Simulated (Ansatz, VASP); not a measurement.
# One calculation of PbS, two programs

```
Pb S
1.0
     2.96148   -2.96704    0.18162
     2.96148    2.96704    0.18162
    -0.36332    0.00000    5.92430
Pb S
2 2
Direct
  0.75000 0.75000 0.74995
  0.25000 0.25000 0.25005
  0.25001 0.25001 0.74985
  0.74999 0.74999 0.25015
```

Alike in both runs: functional PBE; dispersion D3(BJ); k mesh 8 × 8 × 6; occupations gaussian, width 0.02 eV; no spin polarisation.

Ansatz relaxed the structure, and its values are those at the end. VASP's run is a single point on that final structure, the one shown.

|  | VASP | Ansatz |
| --- | --- | --- |
| version | VASP 6.6.1 | Ansatz 0.2.0 |
| potentials or method | VASP PAW PBE potentials, release 64 (Pb_d, S), cutoff 520 eV | scalar-relativistic, plane waves, PAW |
| valence electrons in the cell | 40 | 40 |

|  | VASP | Ansatz | Ansatz less VASP |
| --- | --- | --- | --- |
| gap on the k mesh at the Fermi level (eV) | 0.37 | 0.36 | -0.007 |
| least direct gap on the mesh (eV) | 0.37 | 0.36 | -0.007 |
| pressure (GPa) | -0.1 | 0.0 | +0.07 |

Ansatz's warnings: relaxed geometry near dispersion switch.

Neither program's run includes spin-orbit coupling.
